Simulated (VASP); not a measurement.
Input of a VASP 6.6.1 run:

The input INCAR:

```
SYSTEM = WS2
PREC = Accurate ; ENCUT = 520
EDIFF = 1E-6 ; ISMEAR = 0
SIGMA = 0.05 ; LREAL = .False.
LASPH = .True. ; NELM = 80
ALGO = Normal ; ISIF = 2
LWAVE = .False. ; LCHARG = .False.
GGA = PE ; IVDW = 12
NBANDS = 35
```

File KPOINTS:

```
Automatic mesh
0
Gamma
  12 12 4
  0 0 0
```

File POSCAR:

```
WS2
1.0
    3.1542061832      0.0000000000      0.0000000000
   -1.5771030916      2.7316226834      0.0000000000
    0.0000000000      0.0000000000     12.1399091344
W S
2 4
Direct
    0.2784209178      0.5568418355      0.2500000000
    0.7215790822      0.4431581645      0.7500000000
    0.3875946831      0.7751893662      0.6202874207
    0.6124053169      0.2248106338      0.1202874207
    0.3875946831      0.7751893662      0.8797125793
    0.6124053169      0.2248106338      0.3797125793
```

Potentials or basis: VASP PAW PBE potentials, release 64 (W_sv, S).

The run is started by

```sh
$ cat potpaw_PBE.64/W_sv/POTCAR potpaw_PBE.64/S/POTCAR > POTCAR
$ mpirun -np 1 vasp_std > vasp.out
```

**Question.** Estimate the largest force.

**Answer.** 0.175 eV/Å.

**Question.** What does it give for the dispersion energy per atom?

**Answer.** -0.435 eV.

**Question.** What does it give for the band gap on the k mesh?

**Answer.** 0.86 eV (least direct gap 1.85 eV).

Stress tensor (GPa, compression positive):
```
0.03 0.00 0.00
0.00 0.07 0.00
0.00 0.00 1.13
```

Caveat: the cell differs from its parent crystal (atoms displaced along a vibrational mode); spin-orbit coupling is left out, which moves the levels of the heavy elements. A k mesh can miss the band edges.
